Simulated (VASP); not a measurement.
A run of VASP 6.6.1 is set up as follows.

The input INCAR:

```
ALGO = Normal
EDIFF = 1E-6
ENCUT = 520
GGA = PE
ISIF = 2
ISMEAR = -1
LASPH = True
LCHARG = False
LREAL = False
LWAVE = False
NBANDS = 13
NELM = 80
PREC = Accurate
SIGMA = 0.08
```

The input KPOINTS:

```
k-points
0
Gamma
  18 18 16
```

Contents of POSCAR:

```
Mo
1.0
    2.5164775559      0.0000000000      0.0000000000
   -1.2582387780      2.1793334915      0.0000000000
    0.0000000000      0.0000000000      2.2972287741
Mo
1
Direct
    0.0000000000      0.0000000000      0.0000000000
```

Potentials or basis: VASP PAW PBE potentials, release 64 (Mo_sv).

The run is started by

```sh
$ cat potpaw_PBE.64/Mo_sv/POTCAR > POTCAR
$ mpirun -np 1 vasp_std > vasp.out
```

(1) Predict the band gap on the k mesh.

(2) Estimate the pressure.

Results:

(1) zero (band 7 reaches 17.86 eV, above the bottom of band 8 at 14.61 eV).

(2) 109.3 GPa.
